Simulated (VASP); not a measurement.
Set up this calculation in VASP 6.6.1, as the native input.

| Item | Value |
| --- | --- |
| Task | single point |
| Functional | PBE |
| Potentials or basis | VASP PAW PBE potentials, release 64 (Al) |
| Cutoff | 500 eV |
| k mesh | 6 × 6 × 6 |
| Occupations | gaussian, width 0.272114 eV |
| Spin | no spin polarisation |
| Dipole correction | no |
| Further INCAR settings | ALGO = Normal; EDIFF = 1e-06; NBANDS = 8 |

The structure of Al lies in POSCAR:

```
Al
1.0
    0.0000000000      2.0194648466      2.0194648466
    2.0194648466      0.0000000000      2.0194648466
    2.0194648466      2.0194648466      0.0000000000
Al
1
Direct
    0.9450000000      0.8830000000      0.4330000000
```

One way to write it, as run:

INCAR

```
PREC = Accurate
ENCUT = 500
EDIFF = 1E-6
ISMEAR = 0
SIGMA = 0.27211386245988
LREAL = F
LASPH = T
NELM = 120
ALGO = Normal
ISIF = 2
LWAVE = F
LCHARG = F
GGA = PE
NBANDS = 8
GGA_COMPAT = F
```

KPOINTS

```
Automatic mesh
0
Gamma
  6 6 6
```

Potentials or basis: VASP PAW PBE potentials, release 64 (Al).

Command:

```console
$ cat potpaw_PBE.64/Al/POTCAR > POTCAR
$ mpirun -np 1 vasp_std > vasp.out
```

It gave:

```
Pressure : 0.5 GPa
```

Caveat: the k points lie up to 0.45 Å⁻¹ apart.

Run time: 1.3 s on 1 thread of Intel(R) Xeon(R) 6975P-C (Granite Rapids) (shared host), peak memory 0.12 GiB.
